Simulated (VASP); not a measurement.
Runs of VASP 6.6.1 on CuAu3. The structure is that of space group Pm-3m (No. 221), or close to it. The cells are those of the table. 

```csv
task,cell,cutoff (eV),gap on the mesh (eV),pressure (GPa)
single point,"a = 3.964 Å, 4 atoms",520,none,(a)
relaxation of cell and atoms,"relaxed from a = 3.937 Å, 4 atoms",600,none,0.0
single point,"a = 3.938 Å, 4 atoms",520,none,0.6
electric field gradients,"a = 3.938 Å, 4 atoms",520,none,0.5
single point,"a = 3.912 Å, 4 atoms",520,none,4.5
```

Alike in all rows: level LDA; potentials or basis VASP PAW LDA potentials, release 64 (Cu, Au); no spin polarisation; k mesh 10 × 10 × 10; smearing fermi-dirac 0.15 eV.

Problem. Estimate the missing entries.

Solution. (a) -3.1.

Caveats: spin-orbit coupling is left out, which moves the levels of the heavy elements.

A k mesh can miss the band edges, and the runs leave out spin-orbit coupling on Au.

A gap of «none» marks levels without a gap at the run's occupations.
